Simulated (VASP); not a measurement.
# C (P6_3/mmc) in VASP: notebook

Aim: see how the results for C move with the level of theory and the settings. Levels: BLYP+D4, SVWN5, PBE. Tasks: single point, relaxation of cell and atoms, relaxation of the atoms.

Everything below comes from runs of VASP 6.6.1. Logs are shortened: lines on timing, memory, paths and dates and some standing lists are left out, and cuts for length are marked.

## (1) The cell of the first run

It takes space group P6_3/mmc (No. 194, hexagonal). Conventional cell: a = 2.572 Å, b = 2.572 Å, c = 8.399 Å, α = 90.00°, β = 90.00°, γ = 120.00°. C (site symmetry 3m) has 4 C at 1.57 Å within 2.1 Å. C (site symmetry 3m) has 4 C at 1.57 Å within 2.1 Å.

## (2) Single point, BLYP+D4

Contents of INCAR:

```
SYSTEM = C
PREC = Accurate
ENCUT = 520
EDIFF = 1E-7
ISMEAR = -1
SIGMA = 0.05
LREAL = .FALSE.
LASPH = .TRUE.
NELM = 80
ALGO = Normal
ISIF = 2
LWAVE = .FALSE.
LCHARG = .FALSE.
GGA = B5
ALDAX = 1.0
AGGAX = 1.0
AGGAC = 1.0
ALDAC = 0.0
IVDW = 13
VDW_S6 = 1.0
VDW_S8 = 2.34076671
VDW_A1 = 0.44488865
VDW_A2 = 4.0933009
NBANDS = 26
```

Contents of KPOINTS:

```
Automatic mesh
0
G
  12 12 4
  0 0 0
```

Contents of POSCAR:

```
C
1.0
    2.5715654994      0.0000000000      0.0000000000
   -1.2857827497      2.2270410500      0.0000000000
    0.0000000000      0.0000000000      8.3986527796
C
8
Direct
    0.6666666667      0.3333333333      0.8437500000
    0.3333333333      0.6666666667      0.3437500000
    0.6666666667      0.3333333333      0.6562500000
    0.3333333333      0.6666666667      0.1562500000
    0.0000000000      0.0000000000      0.9062500000
    0.0000000000      0.0000000000      0.4062500000
    0.0000000000      0.0000000000      0.5937500000
    0.0000000000      0.0000000000      0.0937500000
```

Potentials or basis: VASP PAW PBE potentials, release 64 (C).

Started as:

```bash
> cat potpaw_PBE.64/C/POTCAR > POTCAR
> mpirun -np 1 vasp_std > vasp.out
```

OUTCAR:

```text
SYSTEM = C
   PREC = Accurate
   ENCUT = 520
   EDIFF = 1E-7
   ISMEAR = -1
   LREAL = .FALSE.
   LASPH = .TRUE.
   NELM = 80
   ISIF = 2
   GGA = B5
   IVDW = 13

 ion  position               nearest neighbor table
   1  0.667  0.333  0.844-   3 1.57   5 1.57   5 1.57   5 1.57
   2  0.333  0.667  0.344-   4 1.57   6 1.57   6 1.57   6 1.57
   3  0.667  0.333  0.656-   1 1.57   7 1.57   7 1.57   7 1.57
   4  0.333  0.667  0.156-   2 1.57   8 1.57   8 1.57   8 1.57
   5  0.000  0.000  0.906-   8 1.57   1 1.57   1 1.57   1 1.57
   6  0.000  0.000  0.406-   7 1.57   2 1.57   2 1.57   2 1.57
   7  0.000  0.000  0.594-   6 1.57   3 1.57   3 1.57   3 1.57
   8  0.000  0.000  0.094-   5 1.57   4 1.57   4 1.57   4 1.57

  LATTYP: Found a hexagonal cell.
 ALAT       =     2.5715654994
 C/A-ratio  =     3.2659688355

  Lattice vectors:

 A1 = (   2.5715654994,   0.0000000000,   0.0000000000)
 A2 = (  -1.2857827497,   2.2270410500,   0.0000000000)
 A3 = (   0.0000000000,   0.0000000000,   8.3986527796)

Analysis of symmetry for initial positions (statically):
=====================================================================
 Subroutine PRICEL returns:
 Original cell was already a primitive cell.

 Routine SETGRP: Setting up the symmetry group for a
 hexagonal supercell.

 Subroutine GETGRP returns: Found 24 space group operations
 (whereof 12 operations were pure point group operations)
 out of a pool of 24 trial point group operations.

The static configuration has the point symmetry D_3d.
 The point group associated with its full space group is D_6h.

Analysis of symmetry for dynamics (positions and initial velocities):
=====================================================================
 Subroutine PRICEL returns:
 Original cell was already a primitive cell.

 Routine SETGRP: Setting up the symmetry group for a
 hexagonal supercell.

 Subroutine GETGRP returns: Found 24 space group operations
 (whereof 12 operations were pure point group operations)
 out of a pool of 24 trial point group operations.

The dynamic configuration has the point symmetry D_3d.
 The point group associated with its full space group is D_6h.

 Subroutine INISYM returns: Found 24 space group operations
 (whereof 12 operations are pure point group operations),
 and found     1 'primitive' translations

----------------------------------------------------------------------------------------

                                     Primitive cell

  volume of cell :      48.0989

  direct lattice vectors                    reciprocal lattice vectors
     2.571565499  0.000000000  0.000000000     0.388868182  0.224513149  0.000000000
    -1.285782750  2.227041050  0.000000000     0.000000000  0.449026299  0.000000000
     0.000000000  0.000000000  8.398652780     0.000000000  0.000000000  0.119066715

  length of vectors
     2.571565499  2.571565499  8.398652780     0.449026299  0.449026299  0.119066715

  position of ions in fractional coordinates (direct lattice)
     0.666666667  0.333333333  0.843750000
     0.333333333  0.666666667  0.343750000
     0.666666667  0.333333333  0.656250000
     0.333333333  0.666666667  0.156250000
     0.000000000  0.000000000  0.906250000
     0.000000000  0.000000000  0.406250000
     0.000000000  0.000000000  0.593750000
     0.000000000  0.000000000  0.093750000

  ion indices of the primitive-cell ions
   primitive index   ion index
                 1           1
                 2           2
                 3           3
                 4           4
                 5           5
                 6           6
                 7           7
                 8           8

----------------------------------------------------------------------------------------

 KPOINTS: Automatic mesh

Automatic generation of k-mesh.
 Grid dimensions read from file:
 generate k-points for:   12   12    4

 Generating k-lattice:

  Cartesian coordinates                     Fractional coordinates (reciprocal lattice)
     0.032405682  0.018709429  0.000000000     0.083333333  0.000000000  0.000000000
     0.000000000  0.037418858  0.000000000     0.000000000  0.083333333  0.000000000
     0.000000000  0.000000000  0.029766679     0.000000000  0.000000000  0.250000000

  Length of vectors
     0.037418858  0.037418858  0.029766679

  Shift w.r.t. Gamma in fractional coordinates (k-lattice)
     0.000000000  0.000000000  0.000000000

 Subroutine IBZKPT returns following result:
 ===========================================

 Found     57 irreducible k-points:

 Following reciprocal coordinates:
            Coordinates               Weight
  0.000000  0.000000  0.000000      1.000000
  0.083333 -0.000000  0.000000      6.000000
  0.166667  0.000000  0.000000      6.000000
  0.250000  0.000000  0.000000      6.000000
  0.333333 -0.000000  0.000000      6.000000
  0.416667  0.000000  0.000000      6.000000
[... 16 lines left out ...]
  0.250000  0.000000  0.250000     12.000000
  0.333333 -0.000000  0.250000     12.000000
 [... further k-points ...]
   k-points           NKPTS =     57   k-points in BZ     NKDIM =     57   number of bands    NBANDS=     26
   number of dos      NEDOS =    301   number of ions     NIONS =      8
   total plane-waves  NPLWV =  25600
   dimension x,y,z NGX =    20 NGY =   20 NGZ =   64
   dimension x,y,z NGXF=    40 NGYF=   40 NGZF=  128
   ions per type =               8
   NGX,Y,Z   is equivalent  to a cutoff of  12.93, 12.93, 12.67 a.u.
   NGXF,Y,Z  is equivalent  to a cutoff of  25.86, 25.86, 25.34 a.u.
 SYSTEM =  C
   PREC   = accura    normal or accurate (medium, high low for compatibility)
   ISTART =      0    job   : 0-new  1-cont  2-samecut
   ICHARG =      2    charge: 1-file 2-atom 10-const
   ISPIN  =      1    spin polarized calculation?
   LNONCOLLINEAR =      F non collinear calculations
   LSORBIT =      F    spin-orbit coupling
   LASPH  =      T    aspherical Exc in radial PAW
   ENCUT  =  520.0 eV  38.22 Ry    6.18 a.u.   4.78  4.78 15.62*2*pi/ulx,y,z
   NELM   =     80;   NELMIN=  2; NELMDL= -5     # of ELM steps
   EDIFF  = 0.1E-06   stopping-criterion for ELM
   LREAL  =      F    real-space projection
   EDIFFG = 0.1E-05   stopping-criterion for IOM
   NSW    =      0    number of steps for IOM
   IBRION =     -1    ionic relax: 0-MD 1-quasi-New 2-CG
   NFREE  =      0    steps in history (QN), initial steepest desc. (CG)
   ISIF   =      2    stress and relaxation
   ISYM   =      2    0-nonsym 1-usesym 2-fastsym
   POTIM  = 0.5000    time-step for ionic-motion
   TEBEG  =    0.0;   TEEND  =   0.0 temperature during run
   PSTRESS=    0.0 pullay stress
   NELECT =      32.0000    total number of electrons
   NUPDOWN=      -1.0000    fix difference up-down
   EMIN   =  10.00;   EMAX   =-10.00  energy-range for DOS
   EFERMI =   0.00;   METHOD = LEGACY
   ISMEAR =    -1;   SIGMA  =   0.05  broadening in eV -4-tet -1-fermi 0-gaus
   EFERMI_NEDOS =   21; number of points for ismear=-14 and -15
   IALGO  =     38    algorithm
   IMIX   =      4    mixing-type and parameters
     AMIX     =   0.40;   BMIX     =  1.00
     AMIX_MAG =   1.60;   BMIX_MAG =  1.00
  volume/ion in A,a.u.               =       6.01        40.57
  Fermi-wavevector in a.u.,A,eV,Ry     =   1.429156  2.700713 27.789726  2.042487
  Thomas-Fermi vector in A             =   2.549140
   LORBIT       =      0    0 simple, 1 ext, 2 COOP (PROOUT), +10 PAW based schemes
   GGA     = B5    functional components
   LHFCALC =     F    Hartree Fock is set to
   AEXX    =    0.0000 exact exchange contribution
   IVDW    =    13    specifies the selected vdW correction
   LEPSILON=     F    determine dielectric tensor
   LRPA    =     F    only Hartree local field effects (RPA)
 non-spin polarized calculation
  energy-cutoff  :      520.00
  volume of cell :       48.10
 maximum number of plane-waves:      1320
 NGX is ok and might be reduce to    20
   NGX =  9   NGY =  9   NGZ = 31

 number of electron      31.9999996 magnetization

 Free energy of the ion-electron system (eV)
  ---------------------------------------------------
  ext. energy  EPLUGINS =         0.00000000
  ---------------------------------------------------
  free energy    TOTEN  =       -66.75987834 eV

  energy without entropy =      -66.75987834  energy(sigma->0) =      -66.75987834

 E-fermi :  10.2732     XC(G=0): -12.2631

 val. band max:        9.3112092544   @ k =   0.0000   0.0000   0.0000
 cond. band min:      13.9013517621   @ k =   0.4167   0.0000   0.0000
 fundamental gap:      4.5901425077
 Fermi energy:        10.2732401126

 k-point     1 :       0.0000    0.0000    0.0000
  band No.  band energies     occupation
      1     -11.2597      2.00000
      2      -9.6470      2.00000
      3      -9.6009      2.00000
      4      -5.8548      2.00000
      5      -3.3150      2.00000
      6       3.0050      2.00000
[... 18 lines left out ...]
     25      17.0723      0.00000
     26      17.1594      0.00000

 k-point     2 :       0.0833   -0.0000    0.0000
  band No.  band energies     occupation
      1     -11.0972      2.00000
      2      -9.4879      2.00000
      3      -9.4410      2.00000
      4      -5.7088      2.00000
      5      -3.1712      2.00000
      6       3.0730      2.00000
[... 18 lines left out ...]
     25      17.5904      0.00000
     26      17.6355      0.00000

 k-point     3 :       0.1667    0.0000    0.0000
  band No.  band energies     occupation
      1     -10.6117      2.00000
      2      -9.0135      2.00000
      3      -8.9637      2.00000
      4      -5.2730      2.00000
      5      -2.7559      2.00000
      6       3.1630      2.00000
[... 18 lines left out ...]
     25      18.4339      0.00000
     26      18.9885      0.00000

 k-point     4 :       0.2500    0.0000    0.0000
  band No.  band energies     occupation
      1      -9.8108      2.00000
      2      -8.2338      2.00000
      3      -8.1773      2.00000
      4      -4.5566      2.00000
      5      -2.1509      2.00000
      6       1.5590      2.00000
[... 18 lines left out ...]
     25      19.6205      0.00000
     26      19.6534      0.00000

 k-point     5 :       0.3333   -0.0000    0.0000
  band No.  band energies     occupation
      1      -8.7123      2.00000
      2      -7.1772      2.00000
      3      -7.1025      2.00000
      4      -3.5897      2.00000
      5      -1.8846      2.00000
      6      -0.3299      2.00000
[... 18 lines left out ...]
     25      20.2522      0.00000
     26      20.5941      0.00000

 k-point     6 :       0.4167    0.0000    0.0000
  band No.  band energies     occupation
      1      -7.3694      2.00000
      2      -5.9723      2.00000
      3      -5.8076      2.00000
      4      -3.1637      2.00000
      5      -2.6398      2.00000
      6      -1.9181      2.00000
[... 427 lines left out ...]
 k-point    21 :       0.0833   -0.0000    0.2500
  band No.  band energies     occupation
      1     -10.9940      2.00000
      2     -10.1739      2.00000
      3      -8.5685      2.00000
      4      -6.3889      2.00000
      5      -2.3240      2.00000
      6       1.1492      2.00000
[... 18 lines left out ...]
     25      17.7076      0.00000
     26      17.8209      0.00000

 k-point    22 :       0.1667    0.0000    0.2500
  band No.  band energies     occupation
      1     -10.5091      2.00000
      2      -9.6936      2.00000
      3      -8.0991      2.00000
      4      -5.9421      2.00000
      5      -1.9303      2.00000
      6       1.4124      2.00000
[... 18 lines left out ...]
     25      19.0021      0.00000
     26      19.2200      0.00000

 k-point    23 :       0.2500    0.0000    0.2500
  band No.  band energies     occupation
      1      -9.7091      2.00000
      2      -8.9022      2.00000
      3      -7.3282      2.00000
      4      -5.2106      2.00000
      5      -1.3756      2.00000
      6       1.3427      2.00000
[... 18 lines left out ...]
     25      19.3803      0.00000
     26      20.4663      0.00000

 k-point    24 :       0.3333   -0.0000    0.2500
  band No.  band energies     occupation
      1      -8.6125      2.00000
      2      -7.8214      2.00000
      3      -6.2853      2.00000
      4      -4.2374      2.00000
      5      -1.3942      2.00000
      6      -0.3433      2.00000
[... 18 lines left out ...]
     25      19.4193      0.00000
     26      21.1376      0.00000

 [... further k-points ...]

------------------------ aborting loop because EDIFF is reached ----------------------------------------

  DFT-D4 for vdW energy calculation

  Edisp (eV):   -3.14883

  FORCE on cell =-STRESS in cart. coord.  units (eV):
  Direction    XX          YY          ZZ          XY          YZ          ZX
  --------------------------------------------------------------------------------------
  -------------------------------------------------------------------------------------
  Total      -7.37987    -7.37987    -4.18756     0.00000     0.00000     0.00000
  in kB    -245.82384  -245.82384  -139.48795     0.00000     0.00000     0.00000
  external pressure =     -210.38 kB  Pullay stress =        0.00 kB

 VOLUME and BASIS-vectors are now :
 -----------------------------------------------------------------------------
  energy-cutoff  :      520.00
  volume of cell :       48.10
      direct lattice vectors                 reciprocal lattice vectors
     2.571565499  0.000000000  0.000000000     0.388868182  0.224513149  0.000000000
    -1.285782750  2.227041050  0.000000000     0.000000000  0.449026299  0.000000000
     0.000000000  0.000000000  8.398652780     0.000000000  0.000000000  0.119066715

 POSITION                                       TOTAL-FORCE (eV/Angst)
 -----------------------------------------------------------------------------------
      1.28578      0.74235      7.08636         0.000000      0.000000      0.283181
     -0.00000      1.48469      2.88704         0.000000      0.000000      0.283181
      1.28578      0.74235      5.51162        -0.000000     -0.000000     -0.283181
     -0.00000      1.48469      1.31229        -0.000000     -0.000000     -0.283181
      0.00000      0.00000      7.61128        -0.000000      0.000000      0.301747
      0.00000      0.00000      3.41195        -0.000000     -0.000000      0.301747
      0.00000      0.00000      4.98670         0.000000      0.000000     -0.301747
      0.00000      0.00000      0.78737         0.000000      0.000000     -0.301747
 -----------------------------------------------------------------------------------
    total drift:                               -0.000000      0.000000      0.000000

  FREE ENERGIE OF THE ION-ELECTRON SYSTEM (eV)
  ---------------------------------------------------
  free  energy   TOTEN  =       -69.9087049849 eV

  energy  without entropy=      -69.9087049848  energy(sigma->0) =      -69.90870498
```

It took 84 s on 1 thread of Intel Xeon Platinum 8259CL at 2.50GHz (Skylake/Cascade Lake), shared host; peak memory 0.18 GiB.

Results:

```yaml
Free_energy: -69.9087 eV
Pressure: -21.0 GPa
Largest_force: 0.302 eV/Å
Band_gap_on_the_k_mesh: 4.59 eV (least direct gap 5.21 eV)
Dispersion_energy_per_atom: -0.394 eV
```

Forces in eV/Å, atoms in the order of the input:
```
C    0.000  0.000  0.283
C    0.000  0.000  0.283
C    0.000  0.000 -0.283
C    0.000  0.000 -0.283
C    0.000  0.000  0.302
C    0.000  0.000  0.302
C    0.000  0.000 -0.302
C    0.000  0.000 -0.302
```

Caveat: the cell stands under tension; the PAW data sets were made with another functional, which shifts forces and pressure a little. A k mesh can miss the band edges.

## (3) Relaxation of cell and atoms, SVWN5

This run uses another cell than the first one, of 5.67 Å³/atom.

Contents of INCAR:

```
ALGO = Normal ; EDIFF = 1E-7
EDIFFG = -0.01 ; ENCUT = 600
GGA = VW ; IBRION = 2
ISIF = 3 ; ISMEAR = -1
LASPH = T ; LCHARG = F
LREAL = F ; LWAVE = F
NELM = 100 ; NSW = 60
PREC = Accurate ; SIGMA = 0.05
```

Contents of KPOINTS:

```
k-points
0
Gamma
  12 12 4
```

Changes to POSCAR since step 2:

```diff
@@ -2,5 +2,5 @@
 1.0
-    2.5715654994      0.0000000000      0.0000000000
-   -1.2857827497      2.2270410500      0.0000000000
-    0.0000000000      0.0000000000      8.3986527796
+    2.5221000000      0.0000000000      0.0000000000
+   -1.2610500000      2.1842026709      0.0000000000
+    0.0000000000      0.0000000000      8.2371000000
 C
```

Potentials or basis: VASP PAW PBE potentials, release 64 (C).

Started as:

```bash
> cat potpaw_PBE.64/C/POTCAR > POTCAR
> mpirun -np 1 vasp_std > vasp.out
```

Wall time 4.3 min (1 thread of Intel Xeon Platinum 8259CL at 2.50GHz (Skylake/Cascade Lake), shared host); peak memory 0.17 GiB.

Results (log left out):

```
Free energy                           : -81.1682 eV
Relaxed volume                        : 5.52 Å³/atom
Relaxed cell                          : a = 2.491 Å, b = 2.491 Å, c = 8.219 Å, α = 90.00°, β = 90.00°, γ = 120.00°
Space group after relaxing (to 0.1 Å) : P6_3/mmc (No. 194)
Energy gained by relaxing             : 8.2 meV/atom
Ionic steps                           : 8
Pressure after relaxing               : 0.0 GPa
Band gap on the k mesh                : 4.59 eV (least direct gap 5.32 eV)
```

Forces in eV/Å, atoms in the order of the input:
```
C    0.000  0.000 -0.001
C    0.000  0.000 -0.001
C    0.000  0.000  0.001
C    0.000  0.000  0.001
C    0.000  0.000  0.002
C    0.000  0.000  0.002
C    0.000  0.000 -0.002
C    0.000  0.000 -0.002
```

Step by step:
```
step  energy change (eV)  largest force (eV/Å)  pressure (GPa)  volume (Å³)
   1              0.0000                0.3313          -11.78        45.38
   2              0.0496                0.5852           17.42        42.69
   3             -0.0651                0.0546           -0.17        44.20
   4             -0.0651                0.0625            0.07        44.17
   5             -0.0650                0.0788            0.23        44.16
   6             -0.0653                0.0139            0.14        44.17
   7             -0.0653                0.0222           -0.12        44.19
   8             -0.0653                0.0022            0.03        44.18
```

Final structure:
```
C
1.0
     2.49124    0.00000    0.00000
    -1.24562    2.15747    0.00000
     0.00000    0.00000    8.21927
C
8
Direct
  0.66667 0.33333 0.84445
  0.33333 0.66667 0.34445
  0.66667 0.33333 0.65555
  0.33333 0.66667 0.15555
  0.00000 0.00000 0.90705
  0.00000 0.00000 0.40705
  0.00000 0.00000 0.59295
  0.00000 0.00000 0.09294
```

Levels at points of the mesh, in eV from the valence-band top:
```
           k point  band 12  band 13  band 14  band 15  band 16  band 17  band 18  band 19  band 20  band 21
(0.00, 0.00, 0.00)    -1.77    -1.77    -0.24     0.00     0.00     5.32     5.32     5.49     7.16     7.16
(0.50, 0.00, 0.00)    -5.15    -5.06    -4.77    -3.78    -3.03     4.65     5.64     6.03     6.05     6.83
(0.00, 0.00, 0.50)    -2.67    -0.67    -0.67    -0.67    -0.67     6.11     6.11     6.11     6.11     6.79
(0.50, 0.00, 0.50)    -6.15    -4.84    -4.84    -3.75    -3.75     4.99     4.99     6.99     6.99     7.65
```

Caveat: the PAW data sets were made with another functional, which shifts forces and pressure a little. A k mesh can miss the band edges.

(Continued in part 2 of 2.)
